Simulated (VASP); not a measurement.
Set up this calculation in VASP 6.6.1, as the native input.

* Task: single point
* Functional: r2SCAN
* Potentials or basis: VASP PAW PBE potentials, release 64 (Ta_pv, N)
* Cutoff: 520 eV
* k mesh: 16 × 16 × 16
* Occupations: gaussian, width 0.1 eV
* Spin: no spin polarisation
* Dipole correction: no
* Further INCAR settings: ALGO = Normal; EDIFF = 1e-06; NBANDS = 15

The system is TaN.

```xyz
2
Lattice="0.0000 2.2200 2.2200 2.2200 0.0000 2.2200 2.2200 2.2200 0.0000" Properties=species:S:1:pos:R:3 pbc="T T T"
Ta    2.2200    2.2200    2.2200
N     0.0000    0.0000    0.0000
```

This cell differs from its parent crystal: volume scaled by 1.03.

The input as run:

POSCAR

```
TaN
1.0
    0.0000000000      2.2200327441      2.2200327441
    2.2200327441      0.0000000000      2.2200327441
    2.2200327441      2.2200327441      0.0000000000
Ta N
1 1
Direct
    0.5000000000      0.5000000000      0.5000000000
    0.0000000000      0.0000000000      0.0000000000
```

INCAR.step1

```
SYSTEM = TaN
ALGO     = Normal         ! electronic algorithm
EDIFF    = 1E-4           ! SCF threshold, eV
ENCUT    = 520            ! plane-wave cutoff, eV
GGA      = PE             ! functional
ISMEAR   = 0              ! smearing method
LASPH    = .True.         ! aspherical terms in the spheres
LCHARG   = .False.        ! write CHGCAR
LREAL    = .False.        ! projectors in reciprocal space
LWAVE    = .True.         ! write WAVECAR
NBANDS   = 15             ! bands
NELM     = 100            ! most SCF steps
PREC     = Accurate       ! precision mode
SIGMA    = 0.1            ! smearing width, eV
```

INCAR.step2

```
SYSTEM = TaN
ALGO     = Normal         ! electronic algorithm
EDIFF    = 1E-6           ! SCF threshold, eV
ENCUT    = 520            ! plane-wave cutoff, eV
ISIF     = 2              ! what is computed and relaxed
ISMEAR   = 0              ! smearing method
ISTART   = 1            
LASPH    = .True.         ! aspherical terms in the spheres
LCHARG   = .False.        ! write CHGCAR
LMIXTAU  = .True.       
LREAL    = .False.        ! projectors in reciprocal space
LWAVE    = .False.        ! write WAVECAR
METAGGA  = R2SCAN         ! meta-GGA
NBANDS   = 15             ! bands
NELM     = 100            ! most SCF steps
PREC     = Accurate       ! precision mode
SIGMA    = 0.1            ! smearing width, eV
```

KPOINTS

```
k-points
0
Gamma
  16 16 16
  0 0 0
```

Potentials or basis: VASP PAW PBE potentials, release 64 (Ta_pv, N).

Command:

```sh
$ cat potpaw_PBE.64/Ta_pv/POTCAR potpaw_PBE.64/N/POTCAR > POTCAR
$ cp INCAR.step1 INCAR
$ mpirun -np 1 vasp_std > vasp.out
$ cp INCAR.step2 INCAR
$ mpirun -np 1 vasp_std > vasp.out
```

Results of the run:

- Pressure: -8.0 GPa
- Band gap on the k mesh: zero (band 8 reaches 11.12 eV, above the bottom of band 9 at 7.20 eV)

Caveat: the PAW data sets were made with another functional, which shifts forces and pressure a little; spin-orbit coupling is left out, which moves the levels of the heavy elements.

Wall time 66 s on 1 thread of Intel Xeon 6975P-C, on a shared host, peak memory 0.18 GiB.
